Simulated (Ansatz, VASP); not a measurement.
GaAs: VASP beside Ansatz

The input POSCAR:

```
GaAs
1.0
    0.0000000000      2.8999439551      2.8999439551
    2.8999439551      0.0000000000      2.8999439551
    2.8999439551      2.8999439551      0.0000000000
Ga As
1 1
Direct
    0.0000000000      0.0000000000      0.0000000000
    0.2500000000      0.2500000000      0.2500000000
```

Contents of INCAR.step1:

```
PREC = Accurate
ENCUT = 520
EDIFF = 1E-5
ISMEAR = -1
SIGMA = 0.02
LREAL = F
LASPH = T
NELM = 60
ALGO = Normal
ISIF = 2
LWAVE = T
NBANDS = 16
GGA = PE
```

INCAR.step2

```
PREC = Accurate
ENCUT = 520
EDIFF = 1E-7
ISMEAR = -1
SIGMA = 0.02
LREAL = F
LASPH = T
NELM = 60
ALGO = Normal
ISIF = 2
LWAVE = F
LCHARG = T
GGA = PE
LHFCALC = T
HFSCREEN = 0.2079
PRECFOCK = Normal
LELF = T
LVHAR = T
NBANDS = 16
ISTART = 1
```

The input KPOINTS:

```
Automatic mesh
0
Gamma
  6 6 6
```

Input for Ansatz:

```yaml
crystal:
  lattice:
    - [0.0, 2.8999439551, 2.8999439551]
    - [2.8999439551, 0.0, 2.8999439551]
    - [2.8999439551, 2.8999439551, 0.0]
  atoms:
    - { symbol: Ga, position: [0.0, 0.0, 0.0] }
    - { symbol: As, position: [0.25, 0.25, 0.25] }
kpoints:
  mp_grid: { grid: [6, 6, 6] }
  band_path:
    path:
      - [0.0, 0.0, 0.0]
      - [-0.5, -0.5, 0.0]
      - [-0.375, -0.375, 0.25]
      - [-0.375, 0.0, 0.375]
      - [0.0, 0.0, 0.5]
      - [-0.5, -0.25, 0.25]
    npoints: 1
hamiltonian:
  xc: hse06
scf:
  occupations: { method: fermi_dirac, width: 0.02 }
  n_extra_bands: 4
output:
  forces: true
  stress: true
  eigenvalues: true
```

Change from the starting cell: hydrostatic strain +2.4%.

Alike in both runs: task single point; functional HSE06; k mesh 6 × 6 × 6; occupations fermi-dirac, width 0.02 eV; no spin polarisation.

|  | VASP | Ansatz |
| --- | --- | --- |
| version | VASP 6.6.1 | Ansatz 0.2.0 |
| potentials or method | VASP PAW PBE potentials, release 64 (Ga_d, As) | plane waves, PAW |
| plane-wave cutoff (eV) | 520 | 420 |
| valence electrons in the cell | 18 | 28 |

Ansatz gave:

* gap on the k mesh at the Fermi level (eV): 0.78
* pressure (GPa): -3.9

Estimate VASP's values.

gap on the k mesh at the Fermi level (eV): 0.77; pressure (GPa): -4.0.

VASP's potentials hold 18 valence electrons a cell and Ansatz's 28, so a difference there can come from the potentials and not from the codes. Ansatz's warnings: stress exchange threshold loose, stress scf threshold loose.
